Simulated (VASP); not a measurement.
AlRu, 2 atoms in the cell. The structure is cubic, space group Pm-3m (No. 221). The conventional cell has a = 2.973 Å, b = 2.973 Å, c = 2.973 Å, α = 90.00°, β = 90.00°, γ = 90.00°. Ru (site symmetry m-3m) has 8 Al at 2.57 Å and 6 Ru at 2.97 Å within 3.4 Å. Al (site symmetry m-3m) has 8 Ru at 2.57 Å and 6 Al at 2.97 Å within 3.4 Å. 

| Property | Result |
| --- | --- |
| Program | VASP 6.6.1 |
| Task | single point |
| Functional | revPBE |
| Dispersion | D4 |
| Potentials or basis | VASP PAW PBE potentials, release 64 (Ru_pv, Al) |
| Cutoff | 520 eV |
| k mesh | 9 × 9 × 9 |
| Occupations | fermi-dirac, width 0.05 eV |
| Spin | no spin polarisation |
| Dipole correction | no |
| Further INCAR settings | ALGO = Normal; EDIFF = 1e-06; NBANDS = 16 |

Potentials or basis: VASP PAW PBE potentials, release 64 (Ru_pv, Al).

Run with:

```sh
$ cat potpaw_PBE.64/Ru_pv/POTCAR potpaw_PBE.64/Al/POTCAR > POTCAR
$ mpirun -np 1 vasp_std > vasp.out
```

Hardware: 1 thread of Intel(R) Xeon(R) Platinum 8259CL CPU @ 2.50GHz (Skylake/Cascade Lake), on a shared host.

Estimate the wall time of this run.

Run time: 9.7 s on 1 thread of Intel(R) Xeon(R) Platinum 8259CL CPU @ 2.50GHz (Skylake/Cascade Lake), with other jobs on the host, peak memory 0.14 GiB. Counts: scf iterations 11, k points 35.
